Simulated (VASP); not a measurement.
# Ga3As (P6_3/mmc) in VASP: notebook

Runs on Ga3As. Level: r2SCAN. Tasks: single point.

Everything below comes from runs of VASP 6.6.1. Logs are shortened: lines on timing, memory, paths and dates and some standing lists are left out, and cuts for length are marked.

### Step 1. The cell of the first run

The structure is hexagonal, space group P6_3/mmc (No. 194). The conventional cell has a = 6.147 Å, b = 6.147 Å, c = 4.934 Å, α = 90.00°, β = 90.00°, γ = 120.00°. Ga (site symmetry mm2) has 4 As at 3.04 to 3.07 Å and 8 Ga at 3.04 to 3.08 Å within 4.0 Å. Within 4.0 Å of As (site symmetry -6m2) lie 12 Ga at 3.04 to 3.07 Å.

### Step 2. Single point, r2SCAN

POSCAR

```
Ga3As
1.0
    6.1465418087      0.0000000000      0.0000000000
   -3.0732709044      5.3230613518      0.0000000000
    0.0000000000      0.0000000000      4.9335481657
Ga As
6 2
Direct
    0.8330000000      0.6660000000      0.2500000000
    0.1670000000      0.8330000000      0.7500000000
    0.3340000000      0.1670000000      0.2500000000
    0.1670000000      0.3340000000      0.7500000000
    0.8330000000      0.1670000000      0.2500000000
    0.6660000000      0.8330000000      0.7500000000
    0.3333333333      0.6666666667      0.2500000000
    0.6666666667      0.3333333333      0.7500000000
```

INCAR.step1

```
SYSTEM = Ga3As
PREC     = Accurate       ! precision mode
ENCUT    = 520            ! plane-wave cutoff, eV
ISMEAR   = 0              ! smearing method
SIGMA    = 0.1            ! smearing width, eV
LREAL    = .False.        ! projectors in reciprocal space
LASPH    = .True.         ! aspherical terms in the spheres
NELM     = 100            ! most SCF steps
NBANDS   = 54             ! bands
GGA      = PE             ! functional
ALGO     = Normal         ! electronic algorithm
EDIFF    = 1E-4           ! SCF threshold, eV
LWAVE    = .True.         ! write WAVECAR
LCHARG   = .False.        ! write CHGCAR
```

INCAR.step2

```
SYSTEM = Ga3As
PREC     = Accurate       ! precision mode
ENCUT    = 520            ! plane-wave cutoff, eV
EDIFF    = 1E-6           ! SCF threshold, eV
ISMEAR   = 0              ! smearing method
SIGMA    = 0.1            ! smearing width, eV
LREAL    = .False.        ! projectors in reciprocal space
LASPH    = .True.         ! aspherical terms in the spheres
NELM     = 100            ! most SCF steps
ALGO     = Normal         ! electronic algorithm
ISIF     = 2              ! what is computed and relaxed
LWAVE    = .False.        ! write WAVECAR
LCHARG   = .False.        ! write CHGCAR
METAGGA  = R2SCAN         ! meta-GGA
LMIXTAU  = .True.       
NBANDS   = 54             ! bands
ISTART   = 1
```

KPOINTS

```
Automatic mesh
0
Gamma
  3 3 4
  0 0 0
```

Potentials or basis: VASP PAW PBE potentials, release 64 (Ga_d, As).

Command:

```bash
$ cat potpaw_PBE.64/Ga_d/POTCAR potpaw_PBE.64/As/POTCAR > POTCAR
$ cp INCAR.step1 INCAR
$ mpirun -np 1 vasp_std > vasp.out
$ cp INCAR.step2 INCAR
$ mpirun -np 1 vasp_std > vasp.out
```

OUTCAR:

```text
SYSTEM = Ga3As
   PREC = Accurate
   ENCUT = 520
   EDIFF = 1E-6
   ISMEAR = 0
   LREAL = .False.
   LASPH = .True.
   NELM = 100
   ISIF = 2
   METAGGA = R2SCAN
   ISTART = 1

 ion  position               nearest neighbor table
   1  0.833  0.666  0.250-
   2  0.167  0.833  0.750-
   3  0.334  0.167  0.250-
   4  0.167  0.334  0.750-
   5  0.833  0.167  0.250-
   6  0.666  0.833  0.750-
   7  0.333  0.667  0.250-
   8  0.667  0.333  0.750-

  LATTYP: Found a hexagonal cell.
 ALAT       =     6.1465418087
 C/A-ratio  =     0.8026542923

  Lattice vectors:

 A1 = (   6.1465418087,   0.0000000000,   0.0000000000)
 A2 = (  -3.0732709044,   5.3230613518,   0.0000000000)
 A3 = (   0.0000000000,   0.0000000000,   4.9335481657)

Analysis of symmetry for initial positions (statically):
=====================================================================
 Subroutine PRICEL returns:
 Original cell was already a primitive cell.

 Routine SETGRP: Setting up the symmetry group for a
 hexagonal supercell.

 Subroutine GETGRP returns: Found 24 space group operations
 (whereof 12 operations were pure point group operations)
 out of a pool of 24 trial point group operations.

The static configuration has the point symmetry D_3d.
 The point group associated with its full space group is D_6h.

Analysis of symmetry for dynamics (positions and initial velocities):
=====================================================================
 Subroutine PRICEL returns:
 Original cell was already a primitive cell.

 Routine SETGRP: Setting up the symmetry group for a
 hexagonal supercell.

 Subroutine GETGRP returns: Found 24 space group operations
 (whereof 12 operations were pure point group operations)
 out of a pool of 24 trial point group operations.

The dynamic configuration has the point symmetry D_3d.
 The point group associated with its full space group is D_6h.

 Subroutine INISYM returns: Found 24 space group operations
 (whereof 12 operations are pure point group operations),
 and found     1 'primitive' translations

----------------------------------------------------------------------------------------

                                     Primitive cell

  volume of cell :     161.4179

  direct lattice vectors                    reciprocal lattice vectors
     6.146541809  0.000000000  0.000000000     0.162693110  0.093930911  0.000000000
    -3.073270904  5.323061352  0.000000000     0.000000000  0.187861821  0.000000000
     0.000000000  0.000000000  4.933548166     0.000000000  0.000000000  0.202693876

  length of vectors
     6.146541809  6.146541809  4.933548166     0.187861821  0.187861821  0.202693876

  position of ions in fractional coordinates (direct lattice)
     0.833000000  0.666000000  0.250000000
     0.167000000  0.833000000  0.750000000
     0.334000000  0.167000000  0.250000000
     0.167000000  0.334000000  0.750000000
     0.833000000  0.167000000  0.250000000
     0.666000000  0.833000000  0.750000000
     0.333333333  0.666666667  0.250000000
     0.666666667  0.333333333  0.750000000

  ion indices of the primitive-cell ions
   primitive index   ion index
                 1           1
                 2           2
                 3           3
                 4           4
                 5           5
                 6           6
                 7           7
                 8           8

----------------------------------------------------------------------------------------

 KPOINTS: Automatic mesh

Automatic generation of k-mesh.
 Grid dimensions read from file:
 generate k-points for:    3    3    4

 Generating k-lattice:

  Cartesian coordinates                     Fractional coordinates (reciprocal lattice)
     0.054231037  0.031310304  0.000000000     0.333333333  0.000000000  0.000000000
     0.000000000  0.062620607  0.000000000     0.000000000  0.333333333  0.000000000
     0.000000000  0.000000000  0.050673469     0.000000000  0.000000000  0.250000000

  Length of vectors
     0.062620607  0.062620607  0.050673469

  Shift w.r.t. Gamma in fractional coordinates (k-lattice)
     0.000000000  0.000000000  0.000000000

 Subroutine IBZKPT returns following result:
 ===========================================

 Found      9 irreducible k-points:

 Following reciprocal coordinates:
            Coordinates               Weight
  0.000000  0.000000  0.000000      1.000000
  0.333333  0.000000  0.000000      6.000000
  0.333333  0.333333  0.000000      2.000000
  0.000000  0.000000  0.250000      2.000000
  0.333333  0.000000  0.250000     12.000000
  0.333333  0.333333  0.250000      4.000000
  0.000000  0.000000  0.500000      1.000000
  0.333333  0.000000  0.500000      6.000000
  0.333333  0.333333  0.500000      2.000000
   k-points           NKPTS =      9   k-points in BZ     NKDIM =      9   number of bands    NBANDS=     54
   number of dos      NEDOS =    301   number of ions     NIONS =      8
   total plane-waves  NPLWV =  92160
   dimension x,y,z NGX =    48 NGY =   48 NGZ =   40
   dimension x,y,z NGXF=    96 NGYF=   96 NGZF=   80
   ions per type =               6   2
   NGX,Y,Z   is equivalent  to a cutoff of  12.98, 12.98, 13.48 a.u.
   NGXF,Y,Z  is equivalent  to a cutoff of  25.97, 25.97, 26.96 a.u.
 SYSTEM =  Ga3As
   PREC   = accura    normal or accurate (medium, high low for compatibility)
   ISTART =      1    job   : 0-new  1-cont  2-samecut
   ICHARG =      0    charge: 1-file 2-atom 10-const
   ISPIN  =      1    spin polarized calculation?
   LNONCOLLINEAR =      F non collinear calculations
   LSORBIT =      F    spin-orbit coupling
   LASPH  =      T    aspherical Exc in radial PAW
   ENCUT  =  520.0 eV  38.22 Ry    6.18 a.u.  11.43 11.43  9.17*2*pi/ulx,y,z
   NELM   =    100;   NELMIN=  2; NELMDL=  0     # of ELM steps
   EDIFF  = 0.1E-05   stopping-criterion for ELM
   LREAL  =      F    real-space projection
   EDIFFG = 0.1E-04   stopping-criterion for IOM
   NSW    =      0    number of steps for IOM
   IBRION =     -1    ionic relax: 0-MD 1-quasi-New 2-CG
   NFREE  =      0    steps in history (QN), initial steepest desc. (CG)
   ISIF   =      2    stress and relaxation
   ISYM   =      2    0-nonsym 1-usesym 2-fastsym
   POTIM  = 0.5000    time-step for ionic-motion
   TEBEG  =    0.0;   TEEND  =   0.0 temperature during run
   PSTRESS=    0.0 pullay stress
   NELECT =      88.0000    total number of electrons
   NUPDOWN=      -1.0000    fix difference up-down
   EMIN   =  10.00;   EMAX   =-10.00  energy-range for DOS
   EFERMI =   0.00;   METHOD = LEGACY
   ISMEAR =     0;   SIGMA  =   0.10  broadening in eV -4-tet -1-fermi 0-gaus
   EFERMI_NEDOS =   21; number of points for ismear=-14 and -15
   IALGO  =     38    algorithm
   IMIX   =      4    mixing-type and parameters
     AMIX     =   0.40;   BMIX     =  1.00
     AMIX_MAG =   1.60;   BMIX_MAG =  1.00
  volume/ion in A,a.u.               =      20.18       136.16
  Fermi-wavevector in a.u.,A,eV,Ry     =   1.337371  2.527264 24.334844  1.788561
  Thomas-Fermi vector in A             =   2.465925
   LORBIT       =      0    0 simple, 1 ext, 2 COOP (PROOUT), +10 PAW based schemes
   METAGGA = R2SCAN    functional components
   LHFCALC =     F    Hartree Fock is set to
   AEXX    =    0.0000 exact exchange contribution
   IVDW    =     0    specifies the selected vdW correction
   LEPSILON=     F    determine dielectric tensor
   LRPA    =     F    only Hartree local field effects (RPA)
 non-spin polarized calculation
 Gauss-broadening in eV      SIGMA  =   0.10
  energy-cutoff  :      520.00
  volume of cell :      161.42
 maximum number of plane-waves:      4375
 NGX is ok and might be reduce to    48
   NGX = 23   NGY = 23   NGZ = 19

 number of electron      87.9999952 magnetization

 Free energy of the ion-electron system (eV)
  ---------------------------------------------------
  ext. energy  EPLUGINS =         0.00000000
  ---------------------------------------------------
  free energy    TOTEN  =       -96.27516697 eV

  energy without entropy =      -96.25642718  energy(sigma->0) =      -96.26579708

 E-fermi :   4.9533     XC(G=0): -11.5537

 val. band max:        4.8146466011   @ k =   0.0000   0.0000   0.0000
 cond. band min:       5.0130324491   @ k =   0.3333   0.0000   0.2500
 fundamental gap:      0.1983858480
 Fermi energy:         4.9532564122

 k-point     1 :       0.0000    0.0000    0.0000
  band No.  band energies     occupation
      1     -10.4998      2.00000
      2     -10.4737      2.00000
      3     -10.4733      2.00000
      4     -10.4732      2.00000
      5     -10.4695      2.00000
      6     -10.4312      2.00000
[... 46 lines left out ...]
     53       8.5038      0.00000
     54       9.8216      0.00000

 k-point     2 :       0.3333    0.0000    0.0000
  band No.  band energies     occupation
      1     -10.4739      2.00000
      2     -10.4529      2.00000
      3     -10.4475      2.00000
      4     -10.4279      2.00000
      5     -10.4254      2.00000
      6     -10.4227      2.00000
[... 46 lines left out ...]
     53       9.5273      0.00000
     54       9.5442      0.00000

 k-point     3 :       0.3333    0.3333    0.0000
  band No.  band energies     occupation
      1     -10.4408      2.00000
      2     -10.4407      2.00000
      3     -10.4389      2.00000
      4     -10.4145      2.00000
      5     -10.4097      2.00000
      6     -10.3869      2.00000
[... 46 lines left out ...]
     53       7.6671      0.00000
     54       9.7888      0.00000
[... 229 lines left out ...]
 k-point     8 :       0.3333    0.0000    0.5000
  band No.  band energies     occupation
      1     -10.4571      2.00000
      2     -10.4571      2.00000
      3     -10.4451      2.00000
      4     -10.4451      2.00000
      5     -10.4217      2.00000
      6     -10.4217      2.00000
[... 46 lines left out ...]
     53      10.4571      0.00000
     54      10.5136      0.00000

 k-point     9 :       0.3333    0.3333    0.5000
  band No.  band energies     occupation
      1     -10.4374      2.00000
      2     -10.4374      2.00000
      3     -10.4275      2.00000
      4     -10.4275      2.00000
      5     -10.4056      2.00000
      6     -10.4056      2.00000
[... 46 lines left out ...]
     53       9.2968      0.00000
     54       9.2968      0.00000

------------------------ aborting loop because EDIFF is reached ----------------------------------------

  FORCE on cell =-STRESS in cart. coord.  units (eV):
  Direction    XX          YY          ZZ          XY          YZ          ZX
  --------------------------------------------------------------------------------------
  -------------------------------------------------------------------------------------
  Total       -4.7045910     -4.7045910      0.4237183      0.0000000      0.0000000      0.0000000
  in kB      -46.6961168    -46.6961168      4.2056788      0.0000000      0.0000000      0.0000000
  external PRESSURE =     -29.7288516 kB  Pullay stress =       0.0000000 kB

 VOLUME and BASIS-vectors are now :
 -----------------------------------------------------------------------------
  energy-cutoff  :      520.00
  volume of cell :      161.42
      direct lattice vectors                 reciprocal lattice vectors
     6.146541809  0.000000000  0.000000000     0.162693110  0.093930911  0.000000000
    -3.073270904  5.323061352  0.000000000     0.000000000  0.187861821  0.000000000
     0.000000000  0.000000000  4.933548166     0.000000000  0.000000000  0.202693876

 POSITION                                       TOTAL-FORCE (eV/Angst)
 -----------------------------------------------------------------------------------
      3.07327      3.54516      1.23339         0.000000     -0.108547     -0.000000
     -1.53356      4.43411      3.70016         0.094004     -0.054273     -0.000000
      1.53971      0.88895      1.23339         0.094004      0.054273      0.000000
     -0.00000      1.77790      3.70016        -0.000000      0.108547      0.000000
      4.60683      0.88895      1.23339        -0.094004      0.054273      0.000000
      1.53356      4.43411      3.70016        -0.094004     -0.054273     -0.000000
     -0.00000      3.54871      1.23339         0.000000      0.000000      0.000000
      3.07327      1.77435      3.70016        -0.000000     -0.000000      0.000000
 -----------------------------------------------------------------------------------
    total drift:                               -0.000000      0.000000     -0.000000

  FREE ENERGIE OF THE ION-ELECTRON SYSTEM (eV)
  ---------------------------------------------------
  free  energy   TOTEN  =       -96.2751669690 eV

  energy  without entropy=      -96.2564271836  energy(sigma->0) =      -96.26579708
```

Run time: 5 min. Hardware: 1 thread of AMD EPYC 7R13 (Zen 3), shared host; peak memory 0.32 GiB.

What came out:

```yaml
Free_energy: -96.2752 eV
Pressure: -3.0 GPa
Largest_force: 0.109 eV/Å
Band_gap_on_the_k_mesh: zero (band 44 reaches 6.67 eV, above the bottom of band 45 at 3.53 eV)
```

Forces on the atoms (eV/Å):
```
Ga   0.000 -0.109  0.000
Ga   0.094 -0.054  0.000
Ga   0.094  0.054  0.000
Ga   0.000  0.109  0.000
Ga  -0.094  0.054  0.000
Ga  -0.094 -0.054  0.000
As   0.000  0.000  0.000
As   0.000  0.000  0.000
```

Stress tensor (GPa, compression positive):
```
-4.67  0.00  0.00
 0.00 -4.67  0.00
 0.00  0.00  0.42
```

Levels at points of the mesh, in eV from the Fermi level:
| k point | band 42 | band 43 | band 44 | band 45 | band 46 | band 47 |
| --- | --- | --- | --- | --- | --- | --- |
| (0.00, 0.00, 0.00) | -0.74 | -0.74 | -0.14 | -0.14 | 0.16 | 1.05 |
| (0.00, 0.00, 0.50) | -3.87 | -3.60 | -3.60 | 2.55 | 2.55 | 4.39 |

Caveat: the k points lie up to 0.39 Å⁻¹ apart; the PAW data sets were made with another functional, which shifts forces and pressure a little.

(Continued in part 2 of 2.)
